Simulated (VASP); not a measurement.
A run of VASP 6.6.1 is set up as follows.

INCAR

```
SYSTEM = WC
PREC = Accurate ; ENCUT = 520
EDIFF = 1E-6 ; ISMEAR = 0
SIGMA = 0.1 ; LREAL = .FALSE.
LASPH = .TRUE. ; NELM = 150
ALGO = Normal ; ISIF = 2
LWAVE = .FALSE. ; LCHARG = .FALSE.
ISPIN = 2 ; MAGMOM = 1 0
LORBIT = 11 ; LMAXMIX = 4
GGA = PE ; NBANDS = 20
```

Contents of KPOINTS:

```
regular mesh
0
G
  6 6 6
  0 0 0
```

The input POSCAR:

```
WC
1.0
    0.0000000000      2.3920423765      2.3920423765
    2.3920423765      0.0000000000      2.3920423765
    2.3920423765      2.3920423765      0.0000000000
W C
1 1
Direct
    0.0000000000      0.0000000000      0.0000000000
    0.2500000000      0.2500000000      0.2500000000
```

Potentials or basis: VASP PAW PBE potentials, release 64 (W_sv, C).

Run with:

```bash
$ cat potpaw_PBE.64/W_sv/POTCAR potpaw_PBE.64/C/POTCAR > POTCAR
$ mpirun -np 1 vasp_std > vasp.out
```

Problem. Estimate the band gap on the k mesh.

Solution. Zero (filled and empty bands overlap).

Problem. Predict the net moment.

Solution. 0.00 μB per cell.

Caveat: the k points lie up to 0.38 Å⁻¹ apart; spin-orbit coupling is left out, which moves the levels of the heavy elements.
